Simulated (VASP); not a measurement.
Set up this calculation in VASP 6.6.1, as the native input.

| Property | Result |
| --- | --- |
| Task | single point |
| Functional | PBE |
| Potentials or basis | VASP PAW PBE potentials, release 64 (Fe) |
| Cutoff | 600 eV |
| k mesh | 8 × 8 × 8 |
| Occupations | fermi-dirac, width 0.1 eV |
| Spin | collinear spin, zero start |
| Starting moments | [0.0] μB |
| Dipole correction | no |
| Further INCAR settings | ALGO = Normal; EDIFF = 1e-06; NBANDS = 14 |

The structure of Fe lies in POSCAR:

```
Fe
1.0
   -1.3789360000      1.3789360000      1.3789360000
    1.3789360000     -1.3789360000      1.3789360000
    1.3789360000      1.3789360000     -1.3789360000
Fe
1
Direct
    0.0000000000      0.0000000000      0.0000000000
```

One way to write it, as run:

INCAR

```
PREC = Accurate ; ENCUT = 600
EDIFF = 1E-6 ; ISMEAR = -1
SIGMA = 0.1 ; LREAL = F
LASPH = T ; NELM = 200
ALGO = Normal ; ISIF = 2
LWAVE = F ; LCHARG = F
ISPIN = 2 ; MAGMOM = 0
LORBIT = 11 ; LMAXMIX = 4
GGA = PE ; NBANDS = 14
GGA_COMPAT = F
```

KPOINTS

```
regular mesh
0
Gamma
  8 8 8
```

Potentials or basis: VASP PAW PBE potentials, release 64 (Fe).

Launch:

```console
$ cat potpaw_PBE.64/Fe/POTCAR > POTCAR
$ mpirun -np 1 vasp_std > vasp.out
```

It gave:

* Pressure: 0.3 GPa
* Band gap on the k mesh: zero (filled and empty bands overlap)
* Net moment: 0.00 μB per cell
* Valence electrons inside the program's atomic spheres: Fe 7.44

Caveat: the k points lie up to 0.40 Å⁻¹ apart.

It took 18 s on 1 thread of Intel(R) Xeon(R) Platinum 8375C CPU @ 2.90GHz (Ice Lake) (shared host), peak memory 0.13 GiB.
